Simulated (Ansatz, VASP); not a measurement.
One calculation of Ge, two programs

```
Ge
1.0
     3.13842    0.00000    0.00000
    -1.56921    2.71795    0.00000
     0.00000    0.00000    4.85381
Ge
2
Direct
  0.33333 0.66667 0.25000
  0.66667 0.33333 0.75000
```

Alike in both runs: task single point; functional BLYP; k mesh 13 × 13 × 7; occupations fermi-dirac, width 0.1 eV; no spin polarisation.

|  | VASP | Ansatz |
| --- | --- | --- |
| version | VASP 6.6.1 | Ansatz 0.2.0 |
| potentials or method | VASP PAW PBE potentials, release 64 (Ge_d), cutoff 520 eV | plane waves (420 eV) with PAW, scalar-relativistic |
| valence electrons in the cell | 28 | 28 |

|  | VASP | Ansatz | Ansatz less VASP |
| --- | --- | --- | --- |
| pressure (GPa) | 2.1 | 2.1 | -0.01 |
| traceless stress, the component that is largest in VASP (GPa) | 0.60 | 0.60 | -0.004 |

VASP's potentials were made for PBE, not for BLYP. With one functional, cell and mesh, what is left measures potentials, basis and numerics.
